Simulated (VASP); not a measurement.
# Sr2AlO (I4_1/amd) in VASP: single point with PBE

Aim: the single point of Sr2AlO with PBE.

All numbers are computed with VASP 6.6.1; they aren't measurements. Logs are shortened: lines on timing, memory, paths and dates and some standing lists are left out, and cuts for length are marked.

### Step 1. The cell of the first run

The structure is tetragonal, space group I4_1/amd (No. 141). The conventional cell has a = 6.258 Å, b = 6.258 Å, c = 11.273 Å, α = 90.00°, β = 90.00°, γ = 90.00°. Within 3.4 Å of Sr (site symmetry 2mm) lie 3 O at 2.31 to 3.17 Å and 3 Al at 3.17 to 3.33 Å. Al (site symmetry -4m2) has 6 Sr at 3.17 to 3.33 Å and 4 Al at 4.21 Å and 8 O at 4.21 to 4.42 Å within 4.5 Å. O (site symmetry -4m2) has 6 Sr at 2.31 to 3.17 Å within 3.2 Å.

### Step 2. Single point, PBE

Input file INCAR:

```
ALGO     = Normal         # electronic algorithm
EDIFF    = 1E-6           # SCF threshold, eV
ENCUT    = 600            # plane-wave cutoff, eV
GGA      = PE             # functional
GGA_COMPAT= F            
ISIF     = 2              # what is computed and relaxed
ISMEAR   = 0              # smearing method
LASPH    = T              # aspherical terms in the spheres
LCHARG   = F              # write CHGCAR
LREAL    = F              # projectors in reciprocal space
LWAVE    = F              # write WAVECAR
NBANDS   = 39             # bands
NELM     = 120            # most SCF steps
PREC     = Accurate       # precision mode
SIGMA    = 0.2            # smearing width, eV
```

Input file KPOINTS:

```
k-points
0
Gamma
  4 4 4
```

Input file POSCAR:

```
Sr2AlO
1.0
   -3.1288087875      3.1288087875      5.6366643973
    3.1288087875     -3.1288087875      5.6366643973
    3.1288087875      3.1288087875     -5.6366643973
Sr Al O
4 2 2
Direct
    0.7951477934      0.7951477934      0.0000000000
    0.2048522066      0.2048522066      0.0000000000
    0.9548522066      0.4548522066      0.5000000000
    0.5451477934      0.0451477934      0.5000000000
    0.2500000000      0.7500000000      0.5000000000
    0.5000000000      0.5000000000      0.0000000000
    0.0000000000      0.0000000000      0.0000000000
    0.7500000000      0.2500000000      0.5000000000
```

Potentials or basis: VASP PAW PBE potentials, release 64 (Sr_sv, Al, O).

Started as:

```console
$ cat potpaw_PBE.64/Sr_sv/POTCAR potpaw_PBE.64/Al/POTCAR potpaw_PBE.64/O/POTCAR > POTCAR
$ mpirun -np 1 vasp_std > vasp.out
```

OUTCAR:

```text
EDIFF = 1E-6
   ENCUT = 600
   GGA = PE
   ISIF = 2
   ISMEAR = 0
   LASPH = T
   LREAL = F
   NELM = 120
   PREC = Accurate

 ion  position               nearest neighbor table
   1  0.795  0.795  0.000-   7 2.31   5 3.17   8 3.17   8 3.17   5 3.17   6 3.33   3 3.61   3 3.61
                             4 4.21   4 4.21   4 4.21   4 4.21   2 4.54   2 4.54   2 4.54   2 4.54
   2  0.205  0.205  0.000-   7 2.31   5 3.17   8 3.17   5 3.17   8 3.17   6 3.33   4 3.61   4 3.61
                             3 4.21   3 4.21   3 4.21   3 4.21   1 4.54   1 4.54   1 4.54   1 4.54
   3  0.955  0.455  0.500-   8 2.31   7 3.17   6 3.17   6 3.17   7 3.17   5 3.33   1 3.61   1 3.61
                             2 4.21   2 4.21   2 4.21   2 4.21   4 4.54   4 4.54   4 4.54   4 4.54
   4  0.545  0.045  0.500-   8 2.31   7 3.17   6 3.17   6 3.17   7 3.17   5 3.33   2 3.61   2 3.61
                             1 4.21   1 4.21   1 4.21   1 4.21   3 4.54   3 4.54   3 4.54   3 4.54
   5  0.250  0.750  0.500-   1 3.17   2 3.17   1 3.17   2 3.17   3 3.33   4 3.33
   6  0.500  0.500  0.000-   4 3.17   3 3.17   4 3.17   3 3.17   2 3.33   1 3.33
   7  0.000  0.000  0.000-   1 2.31   2 2.31   4 3.17   3 3.17   4 3.17   3 3.17
   8  0.750  0.250  0.500-   3 2.31   4 2.31   1 3.17   2 3.17   1 3.17   2 3.17

  LATTYP: Found a body centered tetragonal cell.
 ALAT       =     6.2576175750
 C/A-ratio  =     1.8015368724

  Lattice vectors:

 A1 = (  -3.1288087875,   3.1288087875,   5.6366643973)
 A2 = (   3.1288087875,  -3.1288087875,   5.6366643973)
 A3 = (   3.1288087875,   3.1288087875,  -5.6366643973)

Analysis of symmetry for initial positions (statically):
=====================================================================
 Subroutine PRICEL returns:
 Original cell was already a primitive cell.

 Routine SETGRP: Setting up the symmetry group for a
 body centered tetragonal supercell.

 Subroutine GETGRP returns: Found 16 space group operations
 (whereof  8 operations were pure point group operations)
 out of a pool of 16 trial point group operations.

The static configuration has the point symmetry D_2d.
 The point group associated with its full space group is D_4h.

Analysis of symmetry for dynamics (positions and initial velocities):
=====================================================================
 Subroutine PRICEL returns:
 Original cell was already a primitive cell.

 Routine SETGRP: Setting up the symmetry group for a
 body centered tetragonal supercell.

 Subroutine GETGRP returns: Found 16 space group operations
 (whereof  8 operations were pure point group operations)
 out of a pool of 16 trial point group operations.

The dynamic configuration has the point symmetry D_2d.
 The point group associated with its full space group is D_4h.

 Subroutine INISYM returns: Found 16 space group operations
 (whereof  8 operations are pure point group operations),
 and found     1 'primitive' translations

----------------------------------------------------------------------------------------

                                     Primitive cell

  volume of cell :     220.7193

  direct lattice vectors                    reciprocal lattice vectors
    -3.128808788  3.128808788  5.636664397     0.000000000  0.159805227  0.088704944
     3.128808788 -3.128808788  5.636664397     0.159805227  0.000000000  0.088704944
     3.128808788  3.128808788 -5.636664397     0.159805227  0.159805227  0.000000000

  length of vectors
     7.165952441  7.165952441  7.165952441     0.182773843  0.182773843  0.225998720

  position of ions in fractional coordinates (direct lattice)
     0.795147793  0.795147793  0.000000000
     0.204852207  0.204852207  0.000000000
     0.954852207  0.454852207  0.500000000
     0.545147793  0.045147793  0.500000000
     0.250000000  0.750000000  0.500000000
     0.500000000  0.500000000  0.000000000
     0.000000000  0.000000000  0.000000000
     0.750000000  0.250000000  0.500000000

  ion indices of the primitive-cell ions
   primitive index   ion index
                 1           1
                 2           2
                 3           3
                 4           4
                 5           5
                 6           6
                 7           7
                 8           8

----------------------------------------------------------------------------------------

 KPOINTS: k-points

Automatic generation of k-mesh.
 Grid dimensions read from file:
 generate k-points for:    4    4    4

 Generating k-lattice:

  Cartesian coordinates                     Fractional coordinates (reciprocal lattice)
     0.000000000  0.039951307  0.022176236     0.250000000 -0.000000000  0.000000000
     0.039951307  0.000000000  0.022176236    -0.000000000  0.250000000  0.000000000
     0.039951307  0.039951307  0.000000000     0.000000000  0.000000000  0.250000000

  Length of vectors
     0.045693461  0.045693461  0.056499680

  Shift w.r.t. Gamma in fractional coordinates (k-lattice)
     0.000000000  0.000000000  0.000000000

 Subroutine IBZKPT returns following result:
 ===========================================

 Found     13 irreducible k-points:

 Following reciprocal coordinates:
            Coordinates               Weight
  0.000000  0.000000  0.000000      1.000000
  0.250000 -0.000000  0.000000      8.000000
  0.500000 -0.000000  0.000000      4.000000
  0.250000  0.250000  0.000000      8.000000
  0.500000  0.250000  0.000000     16.000000
 -0.250000  0.250000  0.000000      4.000000
  0.500000  0.500000  0.000000      2.000000
  0.250000  0.250000  0.250000      2.000000
 -0.250000  0.250000  0.250000      4.000000
  0.500000  0.500000  0.250000      4.000000
 -0.250000  0.500000  0.250000      8.000000
 -0.250000 -0.250000  0.250000      2.000000
  0.500000  0.500000  0.500000      1.000000
   k-points           NKPTS =     13   k-points in BZ     NKDIM =     13   number of bands    NBANDS=     39
   number of dos      NEDOS =    301   number of ions     NIONS =      8
   total plane-waves  NPLWV = 216000
   dimension x,y,z NGX =    60 NGY =   60 NGZ =   60
   dimension x,y,z NGXF=   120 NGYF=  120 NGZF=  120
   ions per type =               4   2   2
   NGX,Y,Z   is equivalent  to a cutoff of  13.92, 13.92, 13.92 a.u.
   NGXF,Y,Z  is equivalent  to a cutoff of  27.84, 27.84, 27.84 a.u.
 SYSTEM =  unknown system
   PREC   = accura    normal or accurate (medium, high low for compatibility)
   ISTART =      0    job   : 0-new  1-cont  2-samecut
   ICHARG =      2    charge: 1-file 2-atom 10-const
   ISPIN  =      1    spin polarized calculation?
   LNONCOLLINEAR =      F non collinear calculations
   LSORBIT =      F    spin-orbit coupling
   LASPH  =      T    aspherical Exc in radial PAW
   ENCUT  =  600.0 eV  44.10 Ry    6.64 a.u.  14.31 14.31 14.31*2*pi/ulx,y,z
   NELM   =    120;   NELMIN=  2; NELMDL= -5     # of ELM steps
   EDIFF  = 0.1E-05   stopping-criterion for ELM
   LREAL  =      F    real-space projection
   EDIFFG = 0.1E-04   stopping-criterion for IOM
   NSW    =      0    number of steps for IOM
   IBRION =     -1    ionic relax: 0-MD 1-quasi-New 2-CG
   NFREE  =      0    steps in history (QN), initial steepest desc. (CG)
   ISIF   =      2    stress and relaxation
   ISYM   =      2    0-nonsym 1-usesym 2-fastsym
   POTIM  = 0.5000    time-step for ionic-motion
   TEBEG  =    0.0;   TEEND  =   0.0 temperature during run
   PSTRESS=    0.0 pullay stress
   NELECT =      58.0000    total number of electrons
   NUPDOWN=      -1.0000    fix difference up-down
   EMIN   =  10.00;   EMAX   =-10.00  energy-range for DOS
   EFERMI =   0.00;   METHOD = LEGACY
   ISMEAR =     0;   SIGMA  =   0.20  broadening in eV -4-tet -1-fermi 0-gaus
   EFERMI_NEDOS =   21; number of points for ismear=-14 and -15
   IALGO  =     38    algorithm
   IMIX   =      4    mixing-type and parameters
     AMIX     =   0.40;   BMIX     =  1.00
     AMIX_MAG =   1.60;   BMIX_MAG =  1.00
  volume/ion in A,a.u.               =      27.59       186.19
  Fermi-wavevector in a.u.,A,eV,Ry     =   1.048586  1.981540 14.960052  1.099533
  Thomas-Fermi vector in A             =   2.183514
   LORBIT       =      0    0 simple, 1 ext, 2 COOP (PROOUT), +10 PAW based schemes
   GGA     = PE    functional components
   LHFCALC =     F    Hartree Fock is set to
   AEXX    =    0.0000 exact exchange contribution
   IVDW    =     0    specifies the selected vdW correction
   LEPSILON=     F    determine dielectric tensor
   LRPA    =     F    only Hartree local field effects (RPA)
 non-spin polarized calculation
 Gauss-broadening in eV      SIGMA  =   0.20
  energy-cutoff  :      600.00
  volume of cell :      220.72
 maximum number of plane-waves:      7414
 NGX is ok and might be reduce to    60
   NGX = 29   NGY = 29   NGZ = 29

 number of electron      57.9999996 magnetization

 Free energy of the ion-electron system (eV)
  ---------------------------------------------------
  ext. energy  EPLUGINS =         0.00000000
  ---------------------------------------------------
  free energy    TOTEN  =       -31.71751879 eV

  energy without entropy =      -31.65499725  energy(sigma->0) =      -31.68625802

 E-fermi :   2.5890     XC(G=0):  -8.5554

 val. band max:        2.5840212712   @ k =  -0.2500   0.2500   0.0000
 cond. band min:       2.6127382967   @ k =   0.0000   0.0000   0.0000
 fundamental gap:      0.0287170256
 Fermi energy:         2.5890464284

 k-point     1 :       0.0000    0.0000    0.0000
  band No.  band energies     occupation
      1     -32.5402      2.00000
      2     -32.5186      2.00000
      3     -32.4904      2.00000
      4     -32.4850      2.00000
      5     -15.6419      2.00000
      6     -15.5331      2.00000
[... 31 lines left out ...]
     38       6.3565      0.00000
     39       6.4378      0.00000
[... 502 lines left out ...]
     38       5.1618      0.00000
     39       6.6836      0.00000

------------------------ aborting loop because EDIFF is reached ----------------------------------------

  FORCE on cell =-STRESS in cart. coord.  units (eV):
  Direction    XX          YY          ZZ          XY          YZ          ZX
  --------------------------------------------------------------------------------------
  -------------------------------------------------------------------------------------
  Total        0.2160482      0.2160482      1.2405294      0.0000000     -0.0000000      0.0000000
  in kB        1.5682709      1.5682709      9.0048695      0.0000000     -0.0000000      0.0000000
  external PRESSURE =       4.0471371 kB  Pullay stress =       0.0000000 kB

 VOLUME and BASIS-vectors are now :
 -----------------------------------------------------------------------------
  energy-cutoff  :      600.00
  volume of cell :      220.72
      direct lattice vectors                 reciprocal lattice vectors
    -3.128808788  3.128808788  5.636664397     0.000000000  0.159805227  0.088704944
     3.128808788 -3.128808788  5.636664397     0.159805227  0.000000000  0.088704944
     3.128808788  3.128808788 -5.636664397     0.159805227  0.159805227  0.000000000

 POSITION                                       TOTAL-FORCE (eV/Angst)
 -----------------------------------------------------------------------------------
      0.00000      0.00000      8.96396         0.000000     -0.000000     -0.065825
      0.00000      0.00000      2.30937         0.000000     -0.000000      0.065825
     -0.00000      3.12881      5.12770        -0.000000      0.000000      0.065825
      0.00000      3.12881      0.50897        -0.000000      0.000000     -0.065825
      3.12881      0.00000      2.81833        -0.000000     -0.000000      0.000000
      0.00000      0.00000      5.63666        -0.000000     -0.000000     -0.000000
      0.00000      0.00000      0.00000        -0.000000     -0.000000      0.000000
      0.00000      3.12881      2.81833        -0.000000     -0.000000     -0.000000
 -----------------------------------------------------------------------------------
    total drift:                               -0.000000     -0.000000     -0.000000

  FREE ENERGIE OF THE ION-ELECTRON SYSTEM (eV)
  ---------------------------------------------------
  free  energy   TOTEN  =       -31.7175187891 eV

  energy  without entropy=      -31.6549972469  energy(sigma->0) =      -31.68625802
```

Run time: 6.7 min. Hardware: 1 thread of Intel Xeon 8259CL, shared host; peak memory 0.52 GiB.

Results:

```yaml
Free_energy: -31.7175 eV
Pressure: 0.4 GPa
Largest_force: 0.066 eV/Å
Band_gap_on_the_k_mesh: zero (bands 29 and 30 overlap by 1.05 eV)
```

Forces in eV/Å, atoms in the order of the input:
```
Sr   0.000  0.000 -0.066
Sr   0.000  0.000  0.066
Sr   0.000  0.000  0.066
Sr   0.000  0.000 -0.066
Al   0.000  0.000  0.000
Al   0.000  0.000  0.000
O    0.000  0.000  0.000
O    0.000  0.000  0.000
```
